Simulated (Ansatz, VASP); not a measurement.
## Co2Ru in VASP and in Ansatz

```
CELL_PARAMETERS angstrom
0.00000 3.30897 3.30897
3.30897 0.00000 3.30897
3.30897 3.30897 0.00000
ATOMIC_POSITIONS crystal
Co 0.12500 0.12500 0.12500
Co 0.62500 0.12500 0.12500
Co 0.12500 0.12500 0.62500
Co 0.12500 0.62500 0.12500
Ru 0.50000 0.50000 0.50000
Ru 0.75000 0.75000 0.75000
```

Alike in both runs: functional PBE; k mesh 10 × 10 × 10; occupations gaussian, width 0.1 eV; collinear spin.

Ansatz relaxed the structure, and its values are those at the end. VASP's run is a single point on that final structure, the one shown.

```csv
,VASP,Ansatz
version,VASP 6.6.1,Ansatz 0.2.0
potentials or method,"VASP PAW PBE potentials, release 64 (Co, Ru_pv), cutoff 520 eV","scalar-relativistic, plane waves, PAW"
valence electrons in the cell,64,100
```

|  | VASP | Ansatz | Ansatz less VASP |
| --- | --- | --- | --- |
| gap on the k mesh at the Fermi level (eV) | none | none | - |
| pressure (GPa) | -1.0 | 0.0 | +1.05 |
| net moment per atom (μB) | 1.37 | 1.40 | +0.033 |
| size of the moment on the site where the two differ most (μB) | 1.75 | 1.82 | +0.070 |

Site moments also hang on the region over which each program counts them. A gap of «none» marks a metal or a gap that the smearing closes. VASP's potentials hold 64 valence electrons a cell and Ansatz's 100, so a difference there can come from the potentials and not from the codes.
